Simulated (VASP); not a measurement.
Wanted: the native input for a VASP 6.6.1 run.

```
Task                   : single point
Functional             : r2SCAN
Potentials or basis    : VASP PAW PBE potentials, release 64 (Ir)
Cutoff                 : 520 eV
k mesh                 : 18 × 18 × 18
Occupations            : gaussian, width 0.05 eV
Spin                   : no spin polarisation
Dipole correction      : no
Further INCAR settings : ALGO = Normal; EDIFF = 1e-07; NBANDS = 10
```

Crystal: Ir.

```xyz
1
Lattice="0.0000 1.9380 1.9380 1.9380 0.0000 1.9380 1.9380 1.9380 0.0000" Properties=species:S:1:pos:R:3 pbc="T T T"
Ir    0.0000    0.0000    0.0000
```

These files were run (other wordings do the same):

POSCAR

```
Ir
1.0
    0.0000000000      1.9379620156      1.9379620156
    1.9379620156      0.0000000000      1.9379620156
    1.9379620156      1.9379620156      0.0000000000
Ir
1
Direct
    0.0000000000      0.0000000000      0.0000000000
```

INCAR.step1

```
SYSTEM = Ir
PREC     = Accurate       ! precision mode
ENCUT    = 520            ! plane-wave cutoff, eV
ISMEAR   = 0              ! smearing method
SIGMA    = 0.05           ! smearing width, eV
LREAL    = .FALSE.        ! projectors in reciprocal space
LASPH    = .TRUE.         ! aspherical terms in the spheres
NELM     = 80             ! most SCF steps
NBANDS   = 10             ! bands
GGA      = PE             ! functional
ALGO     = Normal         ! electronic algorithm
EDIFF    = 1E-4           ! SCF threshold, eV
LWAVE    = .TRUE.         ! write WAVECAR
LCHARG   = .FALSE.        ! write CHGCAR
```

INCAR.step2

```
SYSTEM = Ir
PREC     = Accurate       ! precision mode
ENCUT    = 520            ! plane-wave cutoff, eV
EDIFF    = 1E-7           ! SCF threshold, eV
ISMEAR   = 0              ! smearing method
SIGMA    = 0.05           ! smearing width, eV
LREAL    = .FALSE.        ! projectors in reciprocal space
LASPH    = .TRUE.         ! aspherical terms in the spheres
NELM     = 80             ! most SCF steps
ALGO     = Normal         ! electronic algorithm
ISIF     = 2              ! what is computed and relaxed
LWAVE    = .FALSE.        ! write WAVECAR
LCHARG   = .FALSE.        ! write CHGCAR
METAGGA  = R2SCAN         ! meta-GGA
LMIXTAU  = .TRUE.       
NBANDS   = 10             ! bands
ISTART   = 1
```

KPOINTS

```
regular mesh
0
G
  18 18 18
  0 0 0
```

Potentials or basis: VASP PAW PBE potentials, release 64 (Ir).

Command:

```bash
$ cat potpaw_PBE.64/Ir/POTCAR > POTCAR
$ cp INCAR.step1 INCAR
$ mpirun -np 1 vasp_std > vasp.out
$ cp INCAR.step2 INCAR
$ mpirun -np 1 vasp_std > vasp.out
```

It gave:

```
Pressure               : -6.6 GPa
Band gap on the k mesh : zero (an odd number of electrons rules out a gap without spin polarisation)
```

Caveat: the cell stands under tension; the PAW data sets were made with another functional, which shifts forces and pressure a little; spin-orbit coupling is left out, which moves the levels of the heavy elements.

Run time: 3.4 min on 1 thread of AMD EPYC 7R13 (shared host), peak memory 0.12 GiB.
